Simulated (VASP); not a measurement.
**SiO2: single point with r2SCAN**

Crystal: SiO2.

```xyz
6
Lattice="-2.5351 2.5351 3.7478 2.5351 -2.5351 3.7478 2.5351 2.5351 -3.7478" Properties=species:S:1:pos:R:3 pbc="T T T"
Si    0.0000    0.0000    0.0000
Si    0.0000    2.5351    1.8739
O     1.2675    3.0328    2.8108
O     0.4977    1.2675    0.9369
O    -1.2675    2.0374    2.8108
O    -0.4977    3.8026    0.9369
```

This cell differs from its parent crystal: strain +0.025 along x and y, +0.025 along z.

* Program: VASP 6.6.1
* Task: single point
* Functional: r2SCAN
* Potentials or basis: VASP PAW PBE potentials, release 64 (Si, O)
* Cutoff: 520 eV
* k mesh: 6 × 6 × 6
* Occupations: gaussian, width 0.05 eV
* Spin: no spin polarisation
* Dipole correction: no
* Further INCAR settings: ALGO = Normal; EDIFF = 1e-07; NBANDS = 25

* Pressure: -10.7 GPa
* Largest force: 0.757 eV/Å
* Band gap on the k mesh: 6.12 eV, direct

Forces on the atoms (eV/Å):
```
Si   0.000  0.000  0.000
Si   0.000  0.000  0.000
O    0.000 -0.757  0.000
O   -0.757  0.000  0.000
O    0.000  0.757  0.000
O    0.757  0.000  0.000
```

Stress tensor (GPa, compression positive):
```
-10.73   0.00   0.00
  0.00 -10.73   0.00
  0.00   0.00 -10.58
```

Levels at points of the mesh, in eV from the valence-band top:
```
           k point  band 12  band 13  band 14  band 15  band 16  band 17  band 18  band 19  band 20  band 21
(0.00, 0.00, 0.00)    -1.50    -1.45    -0.74     0.00     0.00     6.12     9.34    10.70    11.08    11.08
(0.50, 0.00, 0.00)    -1.52    -1.37    -0.76    -0.45    -0.14     8.33     9.34    10.24    10.55    11.16
(0.50, 0.50, 0.00)    -1.93    -0.89    -0.89    -0.32    -0.32     9.40     9.40    10.50    10.50    11.55
(0.50, 0.50, 0.50)    -1.94    -1.40    -1.40    -0.29    -0.29     9.20     9.20    10.62    10.62    11.79
```

Run time: 2.5 min on 1 thread of Intel(R) Xeon(R) 6975P-C (Granite Rapids), with other jobs on the host, peak memory 0.27 GiB.

Caveat: the cell differs from its parent crystal (strain +0.025 along x and y, +0.025 along z); the PAW data sets were made with another functional, which shifts forces and pressure a little. A k mesh can miss the band edges.
